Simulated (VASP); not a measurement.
# SnO (P4/nmm) in VASP: further runs, part 3 of 3

VASP 6.6.1. Earlier steps stand in the parts before.

**6. Single point, r2SCAN (uniaxial z strain +1.0%)**

POSCAR reads:

```
SnO
1.0
    3.7925880617      0.0000000000      0.0000000000
    0.0000000000      3.7925880617      0.0000000000
    0.0000000000      0.0000000000      4.8059711001
Sn O
2 2
Direct
    0.0000000000      0.5000000000      0.2389213358
    0.5000000000      0.0000000000      0.7610786642
    0.5000000000      0.5000000000      0.0000000000
    0.0000000000      0.0000000000      0.0000000000
```

INCAR.step1 reads:

```
PREC     = Accurate       # precision mode
ENCUT    = 910            # plane-wave cutoff, eV
ISMEAR   = -1             # smearing method
SIGMA    = 0.02           # smearing width, eV
LREAL    = False          # projectors in reciprocal space
LASPH    = True           # aspherical terms in the spheres
NELM     = 120            # most SCF steps
NBANDS   = 28             # bands
GGA      = PE             # functional
ALGO     = Normal         # electronic algorithm
EDIFF    = 1E-5           # SCF threshold, eV
LWAVE    = True           # write WAVECAR
LCHARG   = False          # write CHGCAR
GGA_COMPAT= False
```

INCAR.step2 reads:

```
PREC     = Accurate       # precision mode
ENCUT    = 910            # plane-wave cutoff, eV
EDIFF    = 1E-6           # SCF threshold, eV
ISMEAR   = -1             # smearing method
SIGMA    = 0.02           # smearing width, eV
LREAL    = False          # projectors in reciprocal space
LASPH    = True           # aspherical terms in the spheres
NELM     = 120            # most SCF steps
ALGO     = Normal         # electronic algorithm
ISIF     = 2              # what is computed and relaxed
LWAVE    = False          # write WAVECAR
LCHARG   = False          # write CHGCAR
METAGGA  = R2SCAN         # meta-GGA
LMIXTAU  = True         
NBANDS   = 28             # bands
ISTART   = 1            
GGA_COMPAT= False
```

KPOINTS reads:

```
regular mesh
0
Gamma
  6 6 6
```

Potentials or basis: VASP PAW PBE potentials, release 64 (Sn_d, O_h).

Started as:

```
$ cat potpaw_PBE.64/Sn_d/POTCAR potpaw_PBE.64/O_h/POTCAR > POTCAR
$ cp INCAR.step1 INCAR
$ mpirun -np 1 vasp_std > vasp.out
$ cp INCAR.step2 INCAR
$ mpirun -np 1 vasp_std > vasp.out
```

OUTCAR:

```text
PREC = Accurate
   ENCUT = 910
   EDIFF = 1E-6
   ISMEAR = -1
   LREAL = False
   LASPH = True
   NELM = 120
   ISIF = 2
   METAGGA = R2SCAN
   ISTART = 1

 ion  position               nearest neighbor table
   1  0.000  0.500  0.239-   3 2.22   4 2.22   4 2.22   3 2.22   2 3.53   2 3.53   2 3.53   2 3.53
                             2 3.67   2 3.67   2 3.67   2 3.67
   2  0.500  0.000  0.761-   3 2.22   4 2.22   3 2.22   4 2.22   1 3.53   1 3.53   1 3.53   1 3.53
                             1 3.67   1 3.67   1 3.67   1 3.67
   3  0.500  0.500  0.000-   1 2.22   2 2.22   2 2.22   1 2.22
   4  0.000  0.000  0.000-   1 2.22   2 2.22   1 2.22   2 2.22

  LATTYP: Found a simple tetragonal cell.
 ALAT       =     3.7925880617
 C/A-ratio  =     1.2672009250

  Lattice vectors:

 A1 = (   3.7925880617,   0.0000000000,   0.0000000000)
 A2 = (   0.0000000000,   3.7925880617,   0.0000000000)
 A3 = (   0.0000000000,   0.0000000000,   4.8059711001)

Analysis of symmetry for initial positions (statically):
=====================================================================
 Subroutine PRICEL returns:
 Original cell was already a primitive cell.

 Routine SETGRP: Setting up the symmetry group for a
 simple tetragonal supercell.

 Subroutine GETGRP returns: Found 16 space group operations
 (whereof  8 operations were pure point group operations)
 out of a pool of 16 trial point group operations.

The static configuration has the point symmetry D_2d.
 The point group associated with its full space group is D_4h.

Analysis of symmetry for dynamics (positions and initial velocities):
=====================================================================
 Subroutine PRICEL returns:
 Original cell was already a primitive cell.

 Routine SETGRP: Setting up the symmetry group for a
 simple tetragonal supercell.

 Subroutine GETGRP returns: Found 16 space group operations
 (whereof  8 operations were pure point group operations)
 out of a pool of 16 trial point group operations.

[... 124 lines left out ...]
     AMIX     =   0.40;   BMIX     =  1.00
     AMIX_MAG =   1.60;   BMIX_MAG =  1.00
  volume/ion in A,a.u.               =      17.28       116.62
  Fermi-wavevector in a.u.,A,eV,Ry     =   1.364198  2.577960 25.320925  1.861035
  Thomas-Fermi vector in A             =   2.490534
   LORBIT       =      0    0 simple, 1 ext, 2 COOP (PROOUT), +10 PAW based schemes
   METAGGA = R2SCAN    functional components
   LHFCALC =     F    Hartree Fock is set to
   AEXX    =    0.0000 exact exchange contribution
   IVDW    =     0    specifies the selected vdW correction
   LEPSILON=     F    determine dielectric tensor
   LRPA    =     F    only Hartree local field effects (RPA)
 non-spin polarized calculation
  energy-cutoff  :      910.00
  volume of cell :       69.13
 maximum number of plane-waves:      4348
 NGX is ok and might be reduce to    40
   NGX = 19   NGY = 19   NGZ = 23

 number of electron      39.9999996 magnetization

 Free energy of the ion-electron system (eV)
  ---------------------------------------------------
  ext. energy  EPLUGINS =         0.00000000
  ---------------------------------------------------
  free energy    TOTEN  =       -66.91616036 eV

  energy without entropy =      -66.91601036  energy(sigma->0) =      -66.91608536

 E-fermi :   7.6416     XC(G=0): -11.0177

 val. band max:        7.6012388226   @ k =   0.0000   0.0000   0.0000
 cond. band min:       7.6971135822   @ k =   0.5000   0.5000   0.0000
 fundamental gap:      0.0958747597
 Fermi energy:         7.6416170915

 k-point     1 :       0.0000    0.0000    0.0000
  band No.  band energies     occupation
      1     -15.4520      2.00000
      2     -14.8697      2.00000
      3     -14.8601      2.00000
      4     -14.8601      2.00000
      5     -14.8085      2.00000
      6     -14.7878      2.00000
[... 733 lines left out ...]
     27      17.2505      0.00000
     28      17.2505      0.00000

 [... further k-points ...]

------------------------ aborting loop because EDIFF is reached ----------------------------------------

  FORCE on cell =-STRESS in cart. coord.  units (eV):
  Direction    XX          YY          ZZ          XY          YZ          ZX
  --------------------------------------------------------------------------------------
  -------------------------------------------------------------------------------------
  Total        0.7060665      0.7060665      0.5689290      0.0000000      0.0000000      0.0000000
  in kB       16.3645348     16.3645348     13.1860941      0.0000000      0.0000000      0.0000000
  external PRESSURE =      15.3050545 kB  Pullay stress =       0.0000000 kB

 VOLUME and BASIS-vectors are now :
 -----------------------------------------------------------------------------
  energy-cutoff  :      910.00
  volume of cell :       69.13
      direct lattice vectors                 reciprocal lattice vectors
     3.792588062  0.000000000  0.000000000     0.263672190  0.000000000  0.000000000
     0.000000000  3.792588062  0.000000000     0.000000000  0.263672190  0.000000000
     0.000000000  0.000000000  4.805971100     0.000000000  0.000000000  0.208074493

 POSITION                                       TOTAL-FORCE (eV/Angst)
 -----------------------------------------------------------------------------------
      0.00000      1.89629      1.14825         0.000000      0.000000      0.108555
      1.89629      0.00000      3.65772        -0.000000      0.000000     -0.108555
      1.89629      1.89629      0.00000         0.000000     -0.000000      0.000000
      0.00000      0.00000      0.00000         0.000000      0.000000      0.000000
 -----------------------------------------------------------------------------------
    total drift:                               -0.000000      0.000000      0.000000

  FREE ENERGIE OF THE ION-ELECTRON SYSTEM (eV)
  ---------------------------------------------------
  free  energy   TOTEN  =       -66.9161603555 eV

  energy  without entropy=      -66.9160103574  energy(sigma->0) =      -66.91608536
```

OUTCAR.step1:

```text
PREC = Accurate
   ENCUT = 910
   ISMEAR = -1
   LREAL = False
   LASPH = True
   NELM = 120
[... 976 lines left out ...]
      1.89629      0.00000      3.65772         0.000000      0.000000     -0.576279
      1.89629      1.89629      0.00000         0.000000      0.000000      0.000000
      0.00000      0.00000      0.00000        -0.000000      0.000000      0.000000
 -----------------------------------------------------------------------------------
    total drift:                               -0.000000      0.000000      0.000000

  FREE ENERGIE OF THE ION-ELECTRON SYSTEM (eV)
  ---------------------------------------------------
  free  energy   TOTEN  =       -22.6629334750 eV

  energy  without entropy=      -22.6624962876  energy(sigma->0) =      -22.66271488
```

Run time: 9.1 min. Hardware: 1 thread of Intel Xeon Platinum 8259CL at 2.50GHz (Skylake/Cascade Lake), shared host; peak memory 0.38 GiB.

What came out:

| Item | Value |
| --- | --- |
| Free energy | -66.9162 eV |
| Pressure | 1.5 GPa |
| Largest force | 0.109 eV/Å |
| Band gap on the k mesh | 0.10 eV (least direct gap 2.26 eV) |

Forces on the atoms (eV/Å):
```
Sn   0.000  0.000  0.109
Sn   0.000  0.000 -0.109
O    0.000  0.000  0.000
O    0.000  0.000  0.000
```

Caveat: the cell differs from its parent crystal (uniaxial z strain +1.0%); the cutoff is under 1.25 times the usual one of these potentials, so pressure, stress and relaxed cells hold a basis-set (Pulay) error; the PAW data sets were made with another functional, which shifts forces and pressure a little; spin-orbit coupling is left out, which moves the levels of the heavy elements. A k mesh can miss the band edges.

**7. Single point, r2SCAN (uniaxial z strain -1.0%)**

POSCAR reads:

```
SnO
1.0
    3.7925880617      0.0000000000      0.0000000000
    0.0000000000      3.7925880617      0.0000000000
    0.0000000000      0.0000000000      4.7108033556
Sn O
2 2
Direct
    0.0000000000      0.5000000000      0.2430273738
    0.5000000000      0.0000000000      0.7569726262
    0.5000000000      0.5000000000      0.0000000000
    0.0000000000      0.0000000000      0.0000000000
```

INCAR.step1 reads:

```
SYSTEM = SnO
PREC     = Accurate       ! precision mode
ENCUT    = 910            ! plane-wave cutoff, eV
ISMEAR   = -1             ! smearing method
SIGMA    = 0.02           ! smearing width, eV
LREAL    = .False.        ! projectors in reciprocal space
LASPH    = .True.         ! aspherical terms in the spheres
NELM     = 120            ! most SCF steps
NBANDS   = 28             ! bands
GGA      = PE             ! functional
ALGO     = Normal         ! electronic algorithm
EDIFF    = 1E-5           ! SCF threshold, eV
LWAVE    = .True.         ! write WAVECAR
LCHARG   = .False.        ! write CHGCAR
GGA_COMPAT= .False.
```

INCAR.step2 reads:

```
SYSTEM = SnO
PREC     = Accurate       ! precision mode
ENCUT    = 910            ! plane-wave cutoff, eV
EDIFF    = 1E-6           ! SCF threshold, eV
ISMEAR   = -1             ! smearing method
SIGMA    = 0.02           ! smearing width, eV
LREAL    = .False.        ! projectors in reciprocal space
LASPH    = .True.         ! aspherical terms in the spheres
NELM     = 120            ! most SCF steps
ALGO     = Normal         ! electronic algorithm
ISIF     = 2              ! what is computed and relaxed
LWAVE    = .False.        ! write WAVECAR
LCHARG   = .False.        ! write CHGCAR
METAGGA  = R2SCAN         ! meta-GGA
LMIXTAU  = .True.       
NBANDS   = 28             ! bands
ISTART   = 1            
GGA_COMPAT= .False.
```

KPOINTS reads:

```
Automatic mesh
0
Gamma
  6 6 6
  0 0 0
```

Started as:

```
$ cat potpaw_PBE.64/Sn_d/POTCAR potpaw_PBE.64/O_h/POTCAR > POTCAR
$ cp INCAR.step1 INCAR
$ mpirun -np 1 vasp_std > vasp.out
$ cp INCAR.step2 INCAR
$ mpirun -np 1 vasp_std > vasp.out
```

It took 7.5 min on 1 thread of AMD EPYC 7R13 (Zen 3), shared host; peak memory 0.35 GiB.

The run converged. Its results:

| Item | Value |
| --- | --- |
| Free energy | -66.9040 eV |
| Pressure | 2.0 GPa |
| Largest force | 0.116 eV/Å |
| Band gap on the k mesh | zero (bands 20 and 21 overlap by 0.03 eV) |

Forces in eV/Å, atoms in the order of the input:
```
Sn   0.000  0.000  0.116
Sn   0.000  0.000 -0.116
O    0.000  0.000  0.000
O    0.000  0.000  0.000
```

Stress tensor (GPa, compression positive):
```
1.85 0.00 0.00
0.00 1.85 0.00
0.00 0.00 2.15
```

Levels at points of the mesh, in eV from the Fermi level:
```tsv
k point	band 18	band 19	band 20	band 21	band 22	band 23
(0.00, 0.00, 0.00)	-3.67	-3.67	0.03	2.55	4.72	4.72
(0.50, 0.00, 0.00)	-5.39	-3.09	-3.09	3.65	3.65	6.16
(0.50, 0.50, 0.00)	-2.99	-2.14	-2.14	0.01	0.01	4.84
(0.00, 0.00, 0.50)	-3.69	-2.84	-2.57	1.98	2.93	2.93
(0.50, 0.00, 0.50)	-5.34	-2.05	-2.05	2.96	2.96	5.58
(0.50, 0.50, 0.50)	-3.05	-2.99	-2.99	2.39	2.39	4.67
```

Caveat: the cell differs from its parent crystal (uniaxial z strain -1.0%); the cutoff is under 1.25 times the usual one of these potentials, so pressure, stress and relaxed cells hold a basis-set (Pulay) error; semilocal functionals underestimate gaps, so a narrow gap can read as zero; the PAW data sets were made with another functional, which shifts forces and pressure a little; spin-orbit coupling is left out, which moves the levels of the heavy elements.

**8. Overview**

```tsv
cell	smearing	gap on the mesh (eV)	pressure (GPa)	largest force (eV/Å)
a = 3.793, b = 3.793, c = 4.616 Å, 4 atoms, atomic positions A	fermi-dirac 0.02 eV	none	2.5	0.11
a = 3.793, b = 3.793, c = 4.949 Å, 4 atoms, atomic positions B	gaussian 0.01 eV	0.30	1.0	0.12
a = 3.793, b = 3.793, c = 4.854 Å, 4 atoms, atomic positions C	fermi-dirac 0.02 eV	0.16	1.3	0.12
a = 3.793, b = 3.793, c = 4.901 Å, 4 atoms, atomic positions B	fermi-dirac 0.02 eV	0.23	1.1	0.12
a = 3.793, b = 3.793, c = 4.806 Å, 4 atoms, atomic positions C	fermi-dirac 0.02 eV	0.10	1.5	0.11
a = 3.793, b = 3.793, c = 4.711 Å, 4 atoms, atomic positions D	fermi-dirac 0.02 eV	none	2.0	0.12
```

Alike in all rows: task single point; level r2SCAN; potentials or basis VASP PAW PBE potentials, release 64 (Sn_d, O_h); no spin polarisation; k mesh 6 × 6 × 6; cutoff (eV) 910.

Caveats: the cutoff is under 1.25 times the usual one of these potentials, so pressure, stress and relaxed cells hold a basis-set (Pulay) error; the PAW data sets were made with another functional, which shifts forces and pressure a little; spin-orbit coupling is left out, which moves the levels of the heavy elements; semilocal functionals underestimate gaps, so a narrow gap can read as zero (at least some runs).

Total energies depend on the potentials used, so only differences within one code and one set of settings carry meaning.
